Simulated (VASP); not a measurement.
# AlN (P6_3/mmc) in VASP: further runs

The runs below take AlN through single point, with PBEsol.

All numbers are computed with VASP 6.6.1; they aren't measurements. Logs are shortened: lines on timing, memory, paths and dates and some standing lists are left out, and cuts for length are marked.

### 1 The cell of the first run

Symmetry: P6_3/mmc, No. 194, hexagonal system. Conventional cell: a = 3.222 Å, b = 3.222 Å, c = 4.223 Å, α = 90.00°, β = 90.00°, γ = 120.00°. Al (site symmetry -6m2) has 5 N at 1.86 to 2.11 Å within 2.5 Å. N (site symmetry -6m2) has 5 Al at 1.86 to 2.11 Å within 2.5 Å.

### 2 Single point, PBEsol

Contents of INCAR:

```
SYSTEM = AlN
  PREC = Accurate
  ENCUT = 520
  EDIFF = 1E-6
  ISMEAR = 0
  SIGMA = 0.05
  LREAL = .False.
  LASPH = .True.
  NELM = 100
  ALGO = Normal
  ISIF = 2
  LWAVE = .False.
  LCHARG = .True.
  GGA = PS
  LELF = .True.
  LVHAR = .True.
  NBANDS = 16
```

Contents of KPOINTS:

```
regular mesh
0
Gamma
  9 9 6
  0 0 0
```

Contents of POSCAR:

```
AlN
1.0
    3.2222000000      0.0000000000      0.0000000000
   -1.6111000000      2.7905070561      0.0000000000
    0.0000000000      0.0000000000      4.2228000000
Al N
2 2
Direct
    0.3333333333      0.6666666667      0.7500000000
    0.6666666667      0.3333333333      0.2500000000
    0.3333333333      0.6666666667      0.2500000000
    0.6666666667      0.3333333333      0.7500000000
```

Potentials or basis: VASP PAW PBE potentials, release 64 (Al, N).

The run is started by

```bash
cat potpaw_PBE.64/Al/POTCAR potpaw_PBE.64/N/POTCAR > POTCAR
mpirun -np 1 vasp_std > vasp.out
```

OUTCAR:

```text
SYSTEM = AlN
   PREC = Accurate
   ENCUT = 520
   EDIFF = 1E-6
   ISMEAR = 0
   LREAL = .False.
   LASPH = .True.
   NELM = 100
   ISIF = 2
   GGA = PS

 ion  position               nearest neighbor table
   1  0.333  0.667  0.750-   4 1.86   4 1.86   4 1.86   3 2.11   3 2.11   2 2.81   2 2.81   2 2.81
                             2 2.81   2 2.81   2 2.81
   2  0.667  0.333  0.250-   3 1.86   3 1.86   3 1.86   4 2.11   4 2.11   1 2.81   1 2.81   1 2.81
                             1 2.81   1 2.81   1 2.81
   3  0.333  0.667  0.250-   2 1.86   2 1.86   2 1.86   1 2.11   1 2.11
   4  0.667  0.333  0.750-   1 1.86   1 1.86   1 1.86   2 2.11   2 2.11

  LATTYP: Found a hexagonal cell.
 ALAT       =     3.2222000000
 C/A-ratio  =     1.3105331761

  Lattice vectors:

 A1 = (   3.2222000000,   0.0000000000,   0.0000000000)
 A2 = (  -1.6111000000,   2.7905070561,   0.0000000000)
 A3 = (   0.0000000000,   0.0000000000,   4.2228000000)

Analysis of symmetry for initial positions (statically):
=====================================================================
 Subroutine PRICEL returns:
 Original cell was already a primitive cell.

 Routine SETGRP: Setting up the symmetry group for a
 hexagonal supercell.

 Subroutine GETGRP returns: Found 24 space group operations
 (whereof 12 operations were pure point group operations)
 out of a pool of 24 trial point group operations.

The static configuration has the point symmetry D_3d.
 The point group associated with its full space group is D_6h.

Analysis of symmetry for dynamics (positions and initial velocities):
=====================================================================
 Subroutine PRICEL returns:
 Original cell was already a primitive cell.

 Routine SETGRP: Setting up the symmetry group for a
 hexagonal supercell.

 Subroutine GETGRP returns: Found 24 space group operations
 (whereof 12 operations were pure point group operations)
 out of a pool of 24 trial point group operations.

The dynamic configuration has the point symmetry D_3d.
 The point group associated with its full space group is D_6h.

 Subroutine INISYM returns: Found 24 space group operations
 (whereof 12 operations are pure point group operations),
 and found     1 'primitive' translations

----------------------------------------------------------------------------------------

                                     Primitive cell

  volume of cell :      37.9696

  direct lattice vectors                    reciprocal lattice vectors
     3.222200000  0.000000000  0.000000000     0.310346968  0.179178905  0.000000000
    -1.611100000  2.790507056  0.000000000     0.000000000  0.358357811  0.000000000
[... 96 lines left out ...]
   ISYM   =      2    0-nonsym 1-usesym 2-fastsym
   POTIM  = 0.5000    time-step for ionic-motion
   TEBEG  =    0.0;   TEEND  =   0.0 temperature during run
   PSTRESS=    0.0 pullay stress
   NELECT =      16.0000    total number of electrons
   NUPDOWN=      -1.0000    fix difference up-down
   EMIN   =  10.00;   EMAX   =-10.00  energy-range for DOS
   EFERMI =   0.00;   METHOD = LEGACY
   ISMEAR =     0;   SIGMA  =   0.05  broadening in eV -4-tet -1-fermi 0-gaus
   EFERMI_NEDOS =   21; number of points for ismear=-14 and -15
   IALGO  =     38    algorithm
   IMIX   =      4    mixing-type and parameters
     AMIX     =   0.40;   BMIX     =  1.00
     AMIX_MAG =   1.60;   BMIX_MAG =  1.00
  volume/ion in A,a.u.               =       9.49        64.06
  Fermi-wavevector in a.u.,A,eV,Ry     =   1.227353  2.319361 20.495750  1.506395
  Thomas-Fermi vector in A             =   2.362319
   LORBIT       =      0    0 simple, 1 ext, 2 COOP (PROOUT), +10 PAW based schemes
   GGA     = PS    functional components
   LHFCALC =     F    Hartree Fock is set to
   AEXX    =    0.0000 exact exchange contribution
   IVDW    =     0    specifies the selected vdW correction
   LEPSILON=     F    determine dielectric tensor
   LRPA    =     F    only Hartree local field effects (RPA)
 non-spin polarized calculation
 Gauss-broadening in eV      SIGMA  =   0.05
  energy-cutoff  :      520.00
  volume of cell :       37.97
 maximum number of plane-waves:      1041
 NGX is ok and might be reduce to    24
   NGX = 11   NGY = 11   NGZ = 15

 number of electron      16.0000003 magnetization

 Free energy of the ion-electron system (eV)
  ---------------------------------------------------
  ext. energy  EPLUGINS =         0.00000000
  ---------------------------------------------------
  free energy    TOTEN  =       -30.87827871 eV

  energy without entropy =      -30.87827871  energy(sigma->0) =      -30.87827871

 E-fermi :   8.7439     XC(G=0): -11.5648

 val. band max:        8.5248152904   @ k =   0.0000   0.0000   0.0000
 cond. band min:      11.9853475361   @ k =   0.0000   0.0000   0.0000
 fundamental gap:      3.4605322457
 Fermi energy:         8.7439444751

 k-point     1 :       0.0000    0.0000    0.0000
  band No.  band energies     occupation
      1      -8.7225      2.00000
      2      -5.0213      2.00000
      3       1.1160      2.00000
      4       5.0978      2.00000
      5       5.0978      2.00000
      6       6.6272      2.00000
[... 433 lines left out ...]
      3       1.5599      2.00000
      4       2.6556      2.00000
      5       2.6556      2.00000
      6       4.9848      2.00000
[... 8 lines left out ...]
     15      19.9053      0.00000
     16      21.8153      0.00000

 [... further k-points ...]

------------------------ aborting loop because EDIFF is reached ----------------------------------------

  FORCE on cell =-STRESS in cart. coord.  units (eV):
  Direction    XX          YY          ZZ          XY          YZ          ZX
  --------------------------------------------------------------------------------------
  -------------------------------------------------------------------------------------
  Total        2.9331526      2.9331526      0.1784095      0.0000000     -0.0000000     -0.0000000
  in kB      123.7682081    123.7682081      7.5282209      0.0000000     -0.0000000     -0.0000000
  external PRESSURE =      85.0215457 kB  Pullay stress =       0.0000000 kB

 VOLUME and BASIS-vectors are now :
 -----------------------------------------------------------------------------
  energy-cutoff  :      520.00
  volume of cell :       37.97
      direct lattice vectors                 reciprocal lattice vectors
     3.222200000  0.000000000  0.000000000     0.310346968  0.179178905  0.000000000
    -1.611100000  2.790507056  0.000000000     0.000000000  0.358357811  0.000000000
     0.000000000  0.000000000  4.222800000     0.000000000  0.000000000  0.236809700

 POSITION                                       TOTAL-FORCE (eV/Angst)
 -----------------------------------------------------------------------------------
     -0.00000      1.86034      3.16710         0.000000     -0.000000      0.000000
      1.61110      0.93017      1.05570        -0.000000      0.000000      0.000000
     -0.00000      1.86034      1.05570         0.000000     -0.000000      0.000000
      1.61110      0.93017      3.16710        -0.000000     -0.000000      0.000000
 -----------------------------------------------------------------------------------
    total drift:                               -0.000000      0.000000     -0.000000

  FREE ENERGIE OF THE ION-ELECTRON SYSTEM (eV)
  ---------------------------------------------------
  free  energy   TOTEN  =       -30.8782787095 eV

  energy  without entropy=      -30.8782787095  energy(sigma->0) =      -30.87827871
```

stdout:

```text
POSCAR found type information on POSCAR AlN
 POSCAR found :  2 types and       4 ions
 scaLAPACK will be used
 -----------------------------------------------------------------------------
|                                                                             |
|                                                                             |
|     You enforced a specific xc type in the INCAR file but a different       |
|     I HOPE YOU KNOW WHAT YOU ARE DOING!                                     |
|                                                                             |
 -----------------------------------------------------------------------------

 LDA part: xc-table for (Slater+PW92), standard interpolation
 POSCAR, INCAR and KPOINTS ok, starting setup
 FFT: planning ... GRIDC
 FFT: planning ... GRID_SOFT
 FFT: planning ... GRID
 WAVECAR not read
 entering main loop
```

It took 16 s on 1 thread of Intel Xeon Platinum 8488C (Sapphire Rapids), shared host; peak memory 0.15 GiB.

What came out:

```
Free energy            : -30.8783 eV
Pressure               : 8.5 GPa
Band gap on the k mesh : 3.46 eV, direct
```

Stress tensor (GPa, compression positive):
```
12.38  0.00  0.00
 0.00 12.38  0.00
 0.00  0.00  0.75
```

Levels at points of the mesh, in eV from the valence-band top:
```csv
k point,band 4,band 5,band 6,band 7,band 8,band 9,band 10,band 11,band 12,band 13
"(0.00, 0.00, 0.00)",-3.43,-3.43,-1.90,-1.90,0.00,3.46,4.78,8.49,8.49,11.42
"(0.00, 0.00, 0.50)",-3.95,-2.70,-2.70,-2.70,-2.70,5.80,5.80,8.70,8.70,8.70
```

Caveat: the PAW data sets were made with another functional, which shifts forces and pressure a little. A k mesh can miss the band edges.

[end of part 1 of 2]
